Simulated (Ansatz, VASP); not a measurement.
Two plane-wave programs on CuO

```
CELL_PARAMETERS angstrom
2.34185 -1.71130 0.00000
2.34185 1.71130 0.00000
-0.85003 0.00000 5.05787
ATOMIC_POSITIONS crystal
Cu 0.50000 0.00000 0.50000
Cu 0.00000 0.50000 0.00000
O 0.41840 0.58160 0.75000
O 0.58160 0.41840 0.25000
```

Alike in both runs: task relaxation of cell and atoms; functional LDA; k mesh 10 × 10 × 5; occupations fermi-dirac, width 0.05 eV; no spin polarisation.

|  | VASP | Ansatz |
| --- | --- | --- |
| version | VASP 6.6.1 | Ansatz 0.2.0 |
| potentials or method | VASP PAW LDA potentials, release 64 (Cu, O) | Ansatz PAW |
| plane-wave cutoff (eV) | 600 | 420 |
| valence electrons in the cell | 34 | 50 |

|  | VASP | Ansatz | Ansatz less VASP |
| --- | --- | --- | --- |
| relaxed volume (Å³/atom) | 10.30 | 10.27 | -0.037 |
| relaxed cell length with the largest relative difference (Å) | 5.058 | 5.042 | -0.0156 |

LDA's correlation is that of Perdew and Zunger in VASP and of Perdew and Wang (1992) in Ansatz. VASP's potentials hold 34 valence electrons a cell and Ansatz's 50, so a difference there can come from the potentials and not from the codes.

Noted on Ansatz's run: the plane-wave basis is chosen anew once the cell has moved, so the energies of steps on either side of that aren't comparable.
